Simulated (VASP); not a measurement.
BePd: single point with LDA

BePd:

```
Be Pd
1.0
     2.85002    0.00000    0.00000
     0.00000    2.85002    0.00000
     0.00000    0.00000    2.85002
Be Pd
1 1
Cartesian
  0.0000 0.0000 0.0000
  1.4250 1.4250 1.4250
```

| Item | Value |
| --- | --- |
| Program | VASP 6.6.1 |
| Task | single point |
| Functional | LDA |
| Potentials or basis | VASP PAW LDA potentials, release 64 (Be, Pd) |
| Cutoff | 520 eV |
| k mesh | 8 × 8 × 8 |
| Occupations | fermi-dirac, width 0.2 eV |
| Spin | no spin polarisation |
| Dipole correction | no |
| Further INCAR settings | ALGO = Normal; EDIFF = 1e-06; NBANDS = 13 |

| Item | Value |
| --- | --- |
| Pressure | -13.4 GPa |
| Band gap on the k mesh | zero (band 6 reaches 13.75 eV, above the bottom of band 7 at 7.86 eV) |

Levels at points of the mesh, in eV from the Fermi level:
```
           k point  band 3  band 4  band 5  band 6  band 7  band 8  band 9  band 10
(0.00, 0.00, 0.00)   -5.23   -2.15   -2.15   -2.15    5.34    5.34    5.34    14.20
(0.50, 0.00, 0.00)   -4.39   -3.61   -3.61   -2.02    0.04    9.93    9.93    11.56
(0.50, 0.50, 0.00)   -3.10   -3.10   -1.62   -1.62   -1.17    5.29    5.90     8.62
(0.50, 0.50, 0.50)   -5.98   -1.10   -1.10    4.72    5.58    5.58    5.58     6.61
```

Run time: 14 s on 1 thread of Intel Xeon 8259CL (shared host), peak memory 0.13 GiB.
